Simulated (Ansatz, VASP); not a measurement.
One calculation of Si3N4, two programs

Contents of INCAR:

```
PREC = Accurate
ENCUT = 520
EDIFF = 1E-6
ISMEAR = -1
SIGMA = 0.05
LREAL = False
LASPH = True
NELM = 100
ALGO = Normal
ISIF = 2
LWAVE = False
LCHARG = False
GGA = PE
NBANDS = 25
```

The input KPOINTS:

```
regular mesh
0
Gamma
  4 4 4
```

The input POSCAR:

```
Si3N4
1.0
    4.1307800000      0.0000000000      0.0000000000
    0.0000000000      4.1307800000      0.0000000000
    0.0000000000      0.0000000000      4.1307800000
Si N
3 4
Direct
    0.0000000000      0.0000000000      0.5000000000
    0.5000000000      0.0000000000      0.0000000000
    0.0000000000      0.5000000000      0.0000000000
    0.2395200000      0.2395200000      0.7604800000
    0.7604800000      0.7604800000      0.7604800000
    0.2395200000      0.7604800000      0.2395200000
    0.7604800000      0.2395200000      0.2395200000
```

input.yaml

```yaml
crystal:
  lattice:
    - [4.13078, 0.0, 0.0]
    - [0.0, 4.13078, 0.0]
    - [0.0, 0.0, 4.13078]
  atoms:
    - { symbol: Si, position: [0.0, 0.0, 0.5] }
    - { symbol: Si, position: [0.5, 0.0, 0.0] }
    - { symbol: Si, position: [0.0, 0.5, 0.0] }
    - { symbol: "N", position: [0.23952, 0.23952, 0.76048] }
    - { symbol: "N", position: [0.76048, 0.76048, 0.76048] }
    - { symbol: "N", position: [0.23952, 0.76048, 0.23952] }
    - { symbol: "N", position: [0.76048, 0.23952, 0.23952] }
hamiltonian:
  xc: pbe
  pseudopotentials: { kind: paw }
kpoints:
  mp_grid: { grid: [4, 4, 4] }
scf:
  occupations: { method: fermi_dirac, width: 0.05 }
output:
  forces: true
  stress: true
  eigenvalues: true
```

Alike in both runs: task single point; functional PBE; k mesh 4 × 4 × 4; occupations fermi-dirac, width 0.05 eV; no spin polarisation.

|  | VASP | Ansatz |
| --- | --- | --- |
| version | VASP 6.6.1 | Ansatz 0.2.0 |
| potentials or method | VASP PAW PBE potentials, release 64 (Si, N) | Ansatz PAW |
| plane-wave cutoff (eV) | 520 | 420 |
| valence electrons in the cell | 32 | 32 |

Ansatz gave:

```
gap on the k mesh at the Fermi level (eV) : 2.73
least direct gap on the mesh (eV)         : 2.93
pressure (GPa)                            : 0.0
rms of the force components (eV/Å)        : 0.000
```

Q: Estimate VASP's values.

A: gap on the k mesh at the Fermi level (eV): 2.72; least direct gap on the mesh (eV): 2.92; pressure (GPa): -0.2; rms of the force components (eV/Å): 0.007.

Atom by atom the forces differ by 0.007 eV/Å (rms over components). With one functional, cell and mesh, what is left measures potentials, basis and numerics.
